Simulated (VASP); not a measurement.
# Y (P6_3/mmc) in VASP: notebook

Y is run at these levels: LDA; tasks: single point, relaxation of cell and atoms.

Everything below comes from runs of VASP 6.6.1. Logs are shortened: lines on timing, memory, paths and dates and some standing lists are left out, and cuts for length are marked.

### 1 The cell of the first run

The structure is hexagonal, space group P6_3/mmc (No. 194). Conventional cell: a = 3.543 Å, b = 3.543 Å, c = 5.537 Å, α = 90.00°, β = 90.00°, γ = 120.00°. Within 4.5 Å of Y (site symmetry -6m2) lie 12 Y at 3.44 to 3.54 Å.

### 2 Single point, LDA

INCAR reads:

```
SYSTEM = Y
PREC = Accurate
ENCUT = 520
EDIFF = 1E-6
ISMEAR = -1
SIGMA = 0.1
LREAL = .FALSE.
LASPH = .TRUE.
NELM = 60
ALGO = Normal
ISIF = 2
LWAVE = .FALSE.
LCHARG = .TRUE.
GGA = CA
LELF = .TRUE.
LVHAR = .TRUE.
NBANDS = 18
```

KPOINTS reads:

```
Automatic mesh
0
G
  7 7 4
  0 0 0
```

POSCAR reads:

```
Y
1.0
    3.5428594687      0.0000000000      0.0000000000
   -1.7714297343      3.0682063019      0.0000000000
    0.0000000000      0.0000000000      5.5374493638
Y
2
Direct
    0.3333333333      0.6666666667      0.2500000000
    0.6666666667      0.3333333333      0.7500000000
```

Potentials or basis: VASP PAW LDA potentials, release 64 (Y_sv).

The run is started by

```sh
$ cat potpaw_LDA.64/Y_sv/POTCAR > POTCAR
$ mpirun -np 1 vasp_std > vasp.out
```

OUTCAR:

```text
SYSTEM = Y
   PREC = Accurate
   ENCUT = 520
   EDIFF = 1E-6
   ISMEAR = -1
   LREAL = .FALSE.
   LASPH = .TRUE.
   NELM = 60
   ISIF = 2
   GGA = CA

 ion  position               nearest neighbor table
   1  0.333  0.667  0.250-   2 3.44   2 3.44   2 3.44   2 3.44   2 3.44   2 3.44
   2  0.667  0.333  0.750-   1 3.44   1 3.44   1 3.44   1 3.44   1 3.44   1 3.44

  LATTYP: Found a hexagonal cell.
 ALAT       =     3.5428594687
 C/A-ratio  =     1.5629887137

  Lattice vectors:

 A1 = (   3.5428594687,   0.0000000000,   0.0000000000)
 A2 = (  -1.7714297343,   3.0682063019,   0.0000000000)
 A3 = (   0.0000000000,   0.0000000000,   5.5374493638)

Analysis of symmetry for initial positions (statically):
=====================================================================
 Subroutine PRICEL returns:
 Original cell was already a primitive cell.

 Routine SETGRP: Setting up the symmetry group for a
 hexagonal supercell.

 Subroutine GETGRP returns: Found 24 space group operations
 (whereof 12 operations were pure point group operations)
 out of a pool of 24 trial point group operations.

The static configuration has the point symmetry D_3d.
 The point group associated with its full space group is D_6h.

Analysis of symmetry for dynamics (positions and initial velocities):
=====================================================================
 Subroutine PRICEL returns:
 Original cell was already a primitive cell.

 Routine SETGRP: Setting up the symmetry group for a
 hexagonal supercell.

 Subroutine GETGRP returns: Found 24 space group operations
 (whereof 12 operations were pure point group operations)
 out of a pool of 24 trial point group operations.

The dynamic configuration has the point symmetry D_3d.
 The point group associated with its full space group is D_6h.

 Subroutine INISYM returns: Found 24 space group operations
 (whereof 12 operations are pure point group operations),
 and found     1 'primitive' translations

----------------------------------------------------------------------------------------

                                     Primitive cell

  volume of cell :      60.1933

  direct lattice vectors                    reciprocal lattice vectors
     3.542859469  0.000000000  0.000000000     0.282257879  0.162961663  0.000000000
    -1.771429734  3.068206302  0.000000000     0.000000000  0.325923325  0.000000000
     0.000000000  0.000000000  5.537449364     0.000000000  0.000000000  0.180588559

  length of vectors
     3.542859469  3.542859469  5.537449364     0.325923325  0.325923325  0.180588559

  position of ions in fractional coordinates (direct lattice)
     0.333333333  0.666666667  0.250000000
     0.666666667  0.333333333  0.750000000

  ion indices of the primitive-cell ions
   primitive index   ion index
                 1           1
                 2           2

----------------------------------------------------------------------------------------

 KPOINTS: Automatic mesh

Automatic generation of k-mesh.
 Grid dimensions read from file:
 generate k-points for:    7    7    4

 Generating k-lattice:

  Cartesian coordinates                     Fractional coordinates (reciprocal lattice)
     0.040322554  0.023280238  0.000000000     0.142857143  0.000000000  0.000000000
     0.000000000  0.046560475  0.000000000     0.000000000  0.142857143  0.000000000
     0.000000000  0.000000000  0.045147140     0.000000000  0.000000000  0.250000000

  Length of vectors
     0.046560475  0.046560475  0.045147140

  Shift w.r.t. Gamma in fractional coordinates (k-lattice)
     0.000000000  0.000000000  0.000000000

 Subroutine IBZKPT returns following result:
 ===========================================

 Found     24 irreducible k-points:

 Following reciprocal coordinates:
            Coordinates               Weight
  0.000000  0.000000  0.000000      1.000000
  0.142857 -0.000000  0.000000      6.000000
  0.285714  0.000000  0.000000      6.000000
  0.428571  0.000000  0.000000      6.000000
  0.142857  0.142857  0.000000      6.000000
  0.285714  0.142857  0.000000     12.000000
[... 16 lines left out ...]
  0.428571  0.142857  0.500000      6.000000
  0.285714  0.285714  0.500000      6.000000
   k-points           NKPTS =     24   k-points in BZ     NKDIM =     24   number of bands    NBANDS=     18
   number of dos      NEDOS =    301   number of ions     NIONS =      2
   total plane-waves  NPLWV =  32928
   dimension x,y,z NGX =    28 NGY =   28 NGZ =   42
   dimension x,y,z NGXF=    56 NGYF=   56 NGZF=   84
   ions per type =               2
   NGX,Y,Z   is equivalent  to a cutoff of  13.14, 13.14, 12.61 a.u.
   NGXF,Y,Z  is equivalent  to a cutoff of  26.28, 26.28, 25.22 a.u.
 SYSTEM =  Y
   PREC   = accura    normal or accurate (medium, high low for compatibility)
   ISTART =      0    job   : 0-new  1-cont  2-samecut
   ICHARG =      2    charge: 1-file 2-atom 10-const
   ISPIN  =      1    spin polarized calculation?
   LNONCOLLINEAR =      F non collinear calculations
   LSORBIT =      F    spin-orbit coupling
   LASPH  =      T    aspherical Exc in radial PAW
   ENCUT  =  520.0 eV  38.22 Ry    6.18 a.u.   6.59  6.59 10.30*2*pi/ulx,y,z
   NELM   =     60;   NELMIN=  2; NELMDL= -5     # of ELM steps
   EDIFF  = 0.1E-05   stopping-criterion for ELM
   LREAL  =      F    real-space projection
[... 7 lines left out ...]
   TEBEG  =    0.0;   TEEND  =   0.0 temperature during run
   PSTRESS=    0.0 pullay stress
   NELECT =      22.0000    total number of electrons
   NUPDOWN=      -1.0000    fix difference up-down
   EMIN   =  10.00;   EMAX   =-10.00  energy-range for DOS
   EFERMI =   0.00;   METHOD = LEGACY
   ISMEAR =    -1;   SIGMA  =   0.10  broadening in eV -4-tet -1-fermi 0-gaus
   EFERMI_NEDOS =   21; number of points for ismear=-14 and -15
   IALGO  =     38    algorithm
   IMIX   =      4    mixing-type and parameters
     AMIX     =   0.40;   BMIX     =  1.00
     AMIX_MAG =   1.60;   BMIX_MAG =  1.00
  volume/ion in A,a.u.               =      30.10       203.10
  Fermi-wavevector in a.u.,A,eV,Ry     =   1.170486  2.211898 18.640499  1.370038
  Thomas-Fermi vector in A             =   2.306944
   LORBIT       =      0    0 simple, 1 ext, 2 COOP (PROOUT), +10 PAW based schemes
   GGA     = CA    functional components
   LHFCALC =     F    Hartree Fock is set to
   AEXX    =    0.0000 exact exchange contribution
   IVDW    =     0    specifies the selected vdW correction
   LEPSILON=     F    determine dielectric tensor
   LRPA    =     F    only Hartree local field effects (RPA)
 non-spin polarized calculation
  energy-cutoff  :      520.00
  volume of cell :       60.19
 maximum number of plane-waves:      1641
 NGX is ok and might be reduce to    28
   NGX = 13   NGY = 13   NGZ = 21

 number of electron      22.0000000 magnetization

 Free energy of the ion-electron system (eV)
  ---------------------------------------------------
  ext. energy  EPLUGINS =         0.00000000
  ---------------------------------------------------
  free energy    TOTEN  =       -13.95185401 eV

  energy without entropy =      -13.83636818  energy(sigma->0) =      -13.89411110

 E-fermi :   3.2793     XC(G=0):  -9.9877

 val. band max:        3.2669377768   @ k =   0.4286   0.0000   0.2500
 cond. band min:       3.2963797214   @ k =   0.2857   0.2857   0.5000
 fundamental gap:      0.0294419446
 Fermi energy:         3.2792691011

 k-point     1 :       0.0000    0.0000    0.0000
  band No.  band energies     occupation
      1     -38.9882      2.00000
      2     -38.8769      2.00000
      3     -19.5159      2.00000
      4     -18.8700      2.00000
      5     -18.8700      2.00000
      6     -18.7487      2.00000
[... 10 lines left out ...]
     17       6.1530      0.00000
     18       6.1530      0.00000

 k-point     2 :       0.1429   -0.0000    0.0000
  band No.  band energies     occupation
      1     -38.9736      2.00000
      2     -38.8720      2.00000
      3     -19.4680      2.00000
      4     -18.9660      2.00000
      5     -18.9022      2.00000
      6     -18.8485      2.00000
[... 10 lines left out ...]
     17       5.9818      0.00000
     18       6.1178      0.00000

 k-point     3 :       0.2857    0.0000    0.0000
  band No.  band energies     occupation
      1     -38.9384      2.00000
      2     -38.8633      2.00000
      3     -19.3430      2.00000
      4     -19.1826      2.00000
      5     -19.0584      2.00000
      6     -18.9697      2.00000
[... 10 lines left out ...]
     17       6.9684      0.00000
     18       7.2513      0.00000

 k-point     4 :       0.4286    0.0000    0.0000
  band No.  band energies     occupation
      1     -38.9048      2.00000
      2     -38.8614      2.00000
      3     -19.3554      2.00000
      4     -19.2150      2.00000
      5     -19.2032      2.00000
      6     -19.0207      2.00000
[... 10 lines left out ...]
     17       8.5626      0.00000
     18       8.6469      0.00000

 k-point     5 :       0.1429    0.1429    0.0000
  band No.  band energies     occupation
      1     -38.9486      2.00000
      2     -38.8653      2.00000
      3     -19.3811      2.00000
      4     -19.0837      2.00000
      5     -19.0543      2.00000
      6     -18.9145      2.00000
[... 10 lines left out ...]
     17       6.3958      0.00000
     18       7.1142      0.00000

 k-point     6 :       0.2857    0.1429    0.0000
  band No.  band energies     occupation
      1     -38.9132      2.00000
      2     -38.8609      2.00000
      3     -19.2672      2.00000
      4     -19.2418      2.00000
      5     -19.1748      2.00000
      6     -19.0197      2.00000
[... 10 lines left out ...]
     17       7.8587      0.00000
     18       8.6188      0.00000

 k-point     7 :       0.4286    0.1429    0.0000
  band No.  band energies     occupation
      1     -38.8928      2.00000
      2     -38.8636      2.00000
      3     -19.3525      2.00000
      4     -19.2116      2.00000
      5     -19.1455      2.00000
      6     -19.0784      2.00000
[... 10 lines left out ...]
     17       8.6395      0.00000
     18       8.9962      0.00000

 k-point     8 :       0.2857    0.2857    0.0000
  band No.  band energies     occupation
      1     -38.8862      2.00000
      2     -38.8658      2.00000
      3     -19.2928      2.00000
      4     -19.1979      2.00000
      5     -19.1133      2.00000
      6     -19.1114      2.00000
[... 10 lines left out ...]
     17       8.4072      0.00000
     18       8.7890      0.00000
[... 229 lines left out ...]
     17       7.9271      0.00000
     18       7.9292      0.00000

 k-point    20 :       0.4286    0.0000    0.5000
  band No.  band energies     occupation
      1     -38.8831      2.00000
      2     -38.8831      2.00000
      3     -19.4213      2.00000
      4     -19.4213      2.00000
      5     -18.9210      2.00000
      6     -18.9210      2.00000
[... 10 lines left out ...]
     17       8.6883      0.00000
     18       8.6904      0.00000

 k-point    21 :       0.1429    0.1429    0.5000
  band No.  band energies     occupation
      1     -38.9071      2.00000
      2     -38.9071      2.00000
      3     -19.2344      2.00000
      4     -19.2344      2.00000
      5     -18.9179      2.00000
      6     -18.9179      2.00000
[... 10 lines left out ...]
     17       7.7123      0.00000
     18       7.7123      0.00000

 k-point    22 :       0.2857    0.1429    0.5000
  band No.  band energies     occupation
      1     -38.8871      2.00000
      2     -38.8871      2.00000
      3     -19.3557      2.00000
      4     -19.3557      2.00000
      5     -18.9929      2.00000
      6     -18.9929      2.00000
[... 10 lines left out ...]
     17       8.3138      0.00000
     18       8.3138      0.00000

 k-point    23 :       0.4286    0.1429    0.5000
  band No.  band energies     occupation
      1     -38.8781      2.00000
      2     -38.8781      2.00000
      3     -19.4132      2.00000
      4     -19.4132      2.00000
      5     -19.0270      2.00000
      6     -19.0270      2.00000
[... 10 lines left out ...]
     17       8.4870      0.00000
     18       8.4870      0.00000

 k-point    24 :       0.2857    0.2857    0.5000
  band No.  band energies     occupation
      1     -38.8759      2.00000
      2     -38.8759      2.00000
      3     -19.3621      2.00000
      4     -19.3621      2.00000
      5     -19.1196      2.00000
      6     -19.1196      2.00000
[... 10 lines left out ...]
     17       8.3295      0.00000
     18       8.3295      0.00000

------------------------ aborting loop because EDIFF is reached ----------------------------------------

  FORCE on cell =-STRESS in cart. coord.  units (eV):
  Direction    XX          YY          ZZ          XY          YZ          ZX
  --------------------------------------------------------------------------------------
  -------------------------------------------------------------------------------------
  Total       -0.0529648     -0.0529648     -0.0302453     -0.0000000      0.0000000      0.0000000
  in kB       -1.4097749     -1.4097749     -0.8050453     -0.0000000      0.0000000      0.0000000
  external PRESSURE =      -1.2081983 kB  Pullay stress =       0.0000000 kB

 VOLUME and BASIS-vectors are now :
 -----------------------------------------------------------------------------
  energy-cutoff  :      520.00
  volume of cell :       60.19
      direct lattice vectors                 reciprocal lattice vectors
     3.542859469  0.000000000  0.000000000     0.282257879  0.162961663  0.000000000
    -1.771429734  3.068206302  0.000000000     0.000000000  0.325923325  0.000000000
     0.000000000  0.000000000  5.537449364     0.000000000  0.000000000  0.180588559

 POSITION                                       TOTAL-FORCE (eV/Angst)
 -----------------------------------------------------------------------------------
     -0.00000      2.04547      1.38436        -0.000000     -0.000000      0.000000
      1.77143      1.02274      4.15309         0.000000      0.000000      0.000000
 -----------------------------------------------------------------------------------
    total drift:                                0.000000     -0.000000      0.000000

  FREE ENERGIE OF THE ION-ELECTRON SYSTEM (eV)
  ---------------------------------------------------
  free  energy   TOTEN  =       -13.9518540148 eV

  energy  without entropy=      -13.8363681763  energy(sigma->0) =      -13.89411110
```

It took 24 s on 1 thread of Intel Xeon 6975P-C, shared host; peak memory 0.17 GiB.

Results:

- Free energy: -13.9519 eV
- Pressure: -0.1 GPa
- Band gap on the k mesh: zero (band 11 reaches 4.55 eV, above the bottom of band 12 at 2.83 eV)

Levels at points of the mesh, in eV from the Fermi level:
```csv
k point,band 7,band 8,band 9,band 10,band 11,band 12,band 13,band 14
"(0.00, 0.00, 0.00)",-22.03,-21.98,-4.82,-2.02,1.27,1.75,1.75,2.12
"(0.00, 0.00, 0.50)",-22.09,-22.09,-3.26,-3.26,0.97,0.97,1.65,1.65
```

### 3 Relaxation of cell and atoms, LDA

This run uses another cell than the first one, of 33.01 Å³/atom, 1.097 times its volume.

INCAR reads:

```
SYSTEM = Y
ALGO = Normal ; EDIFF = 1E-6
EDIFFG = -0.03 ; ENCUT = 600
GGA = CA ; IBRION = 2
ISIF = 3 ; ISMEAR = -1
LASPH = .TRUE. ; LCHARG = .FALSE.
LREAL = .FALSE. ; LWAVE = .FALSE.
NELM = 100 ; NSW = 60
PREC = Accurate ; SIGMA = 0.1
```

KPOINTS reads:

```
k-points
0
G
  7 7 4
  0 0 0
```

POSCAR reads:

```
Y
1.0
    3.6474000000      0.0000000000      0.0000000000
   -1.8237000000      3.1587410600      0.0000000000
    0.0000000000      0.0000000000      5.7306000000
Y
2
Direct
    0.3333333300      0.6666666700      0.2500000000
    0.6666666700      0.3333333300      0.7500000000
```

Potentials or basis: VASP PAW LDA potentials, release 64 (Y_sv).

The run is started by

```sh
$ cat potpaw_LDA.64/Y_sv/POTCAR > POTCAR
$ mpirun -np 1 vasp_std > vasp.out
```

Wall time 2 min (1 thread of Intel Xeon 6975P-C, shared host); peak memory 0.2 GiB.

Results (log left out):

```
Free energy                            : -13.9523 eV
Relaxed volume                         : 30.00 Å³/atom
Relaxed cell                           : a = 3.538 Å, b = 3.538 Å, c = 5.536 Å, α = 90.00°, β = 90.00°, γ = 120.00°
Space group after relaxing (to 0.05 Å) : P6_3/mmc (No. 194)
Energy gained by relaxing              : 38.0 meV/atom
Ionic steps                            : 3
Pressure after relaxing                : 0.0 GPa
Band gap on the k mesh                 : zero (band 11 reaches 4.57 eV, above the bottom of band 12 at 2.85 eV)
```

Step by step:
```csv
step,energy change (eV),largest force (eV/Å),pressure (GPa),volume (Å³)
1,0.0000,0.0000,-3.77,66.02
2,-0.0730,0.0000,0.91,58.88
3,-0.0760,0.0000,0.00,59.99
```

Final structure:
```
CELL_PARAMETERS angstrom
3.53757 0.00000 0.00000
-1.76879 3.06363 0.00000
0.00000 0.00000 5.53553
ATOMIC_POSITIONS crystal
Y 0.33333 0.66667 0.25000
Y 0.66667 0.33333 0.75000
```

Levels at points of the mesh, in eV from the Fermi level:
| k point | band 6 | band 7 | band 8 | band 9 | band 10 | band 11 | band 12 | band 13 | band 14 | band 15 |
| --- | --- | --- | --- | --- | --- | --- | --- | --- | --- | --- |
| (0.00, 0.00, 0.00) | -22.02 | -22.02 | -21.97 | -4.82 | -2.03 | 1.28 | 1.75 | 1.75 | 2.11 | 2.43 |
| (0.00, 0.00, 0.50) | -22.08 | -22.08 | -22.08 | -3.26 | -3.26 | 0.97 | 0.97 | 1.66 | 1.66 | 1.66 |

LDA usually gives volumes a few per cent too small. Zero-point motion and thermal expansion aren't in these numbers.
